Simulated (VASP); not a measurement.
Input of a VASP 6.6.1 run:

The input INCAR:

```
SYSTEM = NaBe4
  PREC = Accurate
  ENCUT = 520
  EDIFF = 1E-7
  ISMEAR = 0
  SIGMA = 0.1
  LREAL = .False.
  LASPH = .True.
  NELM = 60
  ALGO = Normal
  ISIF = 2
  LWAVE = .False.
  LCHARG = .False.
  GGA = PE
  NBANDS = 16
```

File KPOINTS:

```
regular mesh
0
Gamma
  10 10 10
  0 0 0
```

POSCAR

```
NaBe4
1.0
    3.9784948307      0.0000000000      0.0000000000
    0.0000000000      3.9784948307      0.0000000000
    0.0000000000      0.0000000000      3.9784948307
Na Be
1 4
Direct
    0.5000000000      0.5000000000      0.5000000000
    0.5000000000      0.0000000000      0.0000000000
    0.0000000000      0.5000000000      0.0000000000
    0.0000000000      0.0000000000      0.5000000000
    0.0000000000      0.0000000000      0.0000000000
```

Potentials or basis: VASP PAW PBE potentials, release 64 (Na_pv, Be).

Command:

```console
$ cat potpaw_PBE.64/Na_pv/POTCAR potpaw_PBE.64/Be/POTCAR > POTCAR
$ mpirun -np 1 vasp_std > vasp.out
```

(1) Estimate the pressure.

Answers

(1) 0.1 GPa.
